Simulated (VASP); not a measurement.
Write the native input for VASP 6.6.1 that does the following.

- Task: single point
- Functional: PBE
- Potentials or basis: VASP PAW PBE potentials, release 64 (Au)
- Cutoff: 520 eV
- k mesh: 9 × 9 × 6
- Occupations: gaussian, width 0.1 eV
- Spin: no spin polarisation
- Dipole correction: no
- Further INCAR settings: ALGO = Normal; EDIFF = 1e-07; NBANDS = 12

The structure of Au lies in POSCAR:

```
Au
1.0
    2.8352074559      0.0000000000      0.0000000000
   -1.4176037280      2.4553616818      0.0000000000
    0.0000000000      0.0000000000      2.6491469666
Au
1
Direct
    0.0000000000      0.0000000000      0.0000000000
```

These files were run (other wordings do the same):

INCAR

```
SYSTEM = Au
ALGO = Normal
EDIFF = 1E-7
ENCUT = 520
GGA = PE
ISIF = 2
ISMEAR = 0
LASPH = .True.
LCHARG = .False.
LREAL = .False.
LWAVE = .False.
NBANDS = 12
NELM = 100
PREC = Accurate
SIGMA = 0.1
```

KPOINTS

```
k-points
0
Gamma
  9 9 6
  0 0 0
```

Potentials or basis: VASP PAW PBE potentials, release 64 (Au).

Launch:

```sh
$ cat potpaw_PBE.64/Au/POTCAR > POTCAR
$ mpirun -np 1 vasp_std > vasp.out
```

Results of the run:

The pressure is 7.3 GPa.

Caveat: the k points lie up to 0.40 Å⁻¹ apart.

Run time: 4.3 s on 1 thread of Intel(R) Xeon(R) 6975P-C (Granite Rapids) (shared host), peak memory 0.14 GiB.
